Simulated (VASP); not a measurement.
Set up this calculation in VASP 6.6.1, as the native input.

```yaml
Task: single point
Functional: PBEsol
Potentials_or_basis: VASP PAW PBE potentials, release 64 (Ir, O)
Cutoff: 600 eV
k_mesh: 8 × 8 × 12
Occupations: gaussian, width 0.1 eV
Spin: no spin polarisation
Dipole_correction: no
Further_INCAR_settings: ALGO = Normal; EDIFF = 1e-06; NBANDS = 30
```

The structure of IrO2 lies in POSCAR:

```
IrO2
1.0
    4.4715486937      0.0000000000      0.0000000000
    0.0000000000      4.4715486937      0.0000000000
    0.0000000000      0.0000000000      3.1535442816
Ir O
2 4
Direct
    0.5000000000      0.5000000000      0.5000000000
    0.0000000000      0.0000000000      0.0000000000
    0.6912179779      0.6912179779      0.0000000000
    0.8087820221      0.1912179779      0.5000000000
    0.3087820221      0.3087820221      0.0000000000
    0.1912179779      0.8087820221      0.5000000000
```

One way to write it, as run:

INCAR

```
SYSTEM = IrO2
ALGO     = Normal         ! electronic algorithm
EDIFF    = 1E-6           ! SCF threshold, eV
ENCUT    = 600            ! plane-wave cutoff, eV
GGA      = PS             ! functional
GGA_COMPAT= .FALSE.      
ISIF     = 2              ! what is computed and relaxed
ISMEAR   = 0              ! smearing method
LASPH    = .TRUE.         ! aspherical terms in the spheres
LCHARG   = .FALSE.        ! write CHGCAR
LREAL    = .FALSE.        ! projectors in reciprocal space
LWAVE    = .FALSE.        ! write WAVECAR
NBANDS   = 30             ! bands
NELM     = 120            ! most SCF steps
PREC     = Accurate       ! precision mode
SIGMA    = 0.1            ! smearing width, eV
```

KPOINTS

```
k-points
0
G
  8 8 12
  0 0 0
```

Potentials or basis: VASP PAW PBE potentials, release 64 (Ir, O).

The run is started by

```bash
$ cat potpaw_PBE.64/Ir/POTCAR potpaw_PBE.64/O/POTCAR > POTCAR
$ mpirun -np 1 vasp_std > vasp.out
```

Results of the run:

```
Pressure               : 2.8 GPa
Largest force          : 0.005 eV/Å
Band gap on the k mesh : zero (band 21 reaches 6.86 eV, above the bottom of band 22 at 5.46 eV)
```

Caveat: the PAW data sets were made with another functional, which shifts forces and pressure a little; spin-orbit coupling is left out, which moves the levels of the heavy elements.

It took 120 s on 1 thread of Intel(R) Xeon(R) Platinum 8488C (Sapphire Rapids) (shared host), peak memory 0.32 GiB.
